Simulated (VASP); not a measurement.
## CdSiN2: single point with PBE

The system is CdSiN2.

```
Cd N Si
1.0
     2.96360    0.00000    0.00000
     0.00000    2.96360    0.00000
     0.00000    0.00000    5.11023
Cd N Si
1 2 1
Direct
  0.00000 0.00000 0.00000
  0.00000 0.50000 0.31797
  0.50000 0.00000 0.68203
  0.50000 0.50000 0.50000
```

This cell differs from its parent crystal: biaxial xy strain -2.3%.

| Property | Result |
| --- | --- |
| Program | VASP 6.6.1 |
| Task | single point |
| Functional | PBE |
| Potentials or basis | VASP PAW PBE potentials, release 64 (Cd_sv_GW, N, Si) |
| Cutoff | 700 eV |
| k mesh | 8 × 8 × 6 |
| Occupations | fermi-dirac, width 0.02 eV |
| Spin | no spin polarisation |

The pressure is 14.3 GPa. The largest force is 0.105 eV/Å and the band gap on the k mesh is 1.35 eV (least direct gap 1.42 eV).

Forces on the atoms (eV/Å):
```
Cd   0.000  0.000  0.000
N    0.000  0.000 -0.105
N    0.000  0.000  0.105
Si   0.000  0.000  0.000
```

Stress tensor (GPa, compression positive):
```
15.52  0.00  0.00
 0.00 15.52  0.00
 0.00  0.00 11.76
```

Levels at points of the mesh, in eV from the valence-band top:
| k point | band 14 | band 15 | band 16 | band 17 | band 18 | band 19 | band 20 | band 21 |
| --- | --- | --- | --- | --- | --- | --- | --- | --- |
| (0.00, 0.00, 0.00) | -3.96 | -2.68 | -0.07 | -0.07 | 1.35 | 4.48 | 6.73 | 11.11 |
| (0.50, 0.00, 0.00) | -3.53 | -3.23 | -3.16 | -0.10 | 4.15 | 5.47 | 5.91 | 9.74 |
| (0.50, 0.50, 0.00) | -3.88 | -2.62 | -2.62 | -1.90 | 2.83 | 2.83 | 6.90 | 7.41 |
| (0.00, 0.00, 0.50) | -3.59 | -3.59 | -0.53 | -0.53 | 3.67 | 4.06 | 4.64 | 8.54 |
| (0.50, 0.00, 0.50) | -3.19 | -2.01 | -1.64 | 0.00 | 3.24 | 4.08 | 6.56 | 9.14 |
| (0.50, 0.50, 0.50) | -4.50 | -3.55 | -3.55 | -1.88 | 5.52 | 5.52 | 7.41 | 7.41 |

It took 66 s on 1 thread of Intel(R) Xeon(R) Platinum 8375C CPU @ 2.90GHz (Ice Lake) (shared host), peak memory 0.28 GiB.

Caveat: the cell differs from its parent crystal (biaxial xy strain -2.3%); the cell stands under pressure. A k mesh can miss the band edges.
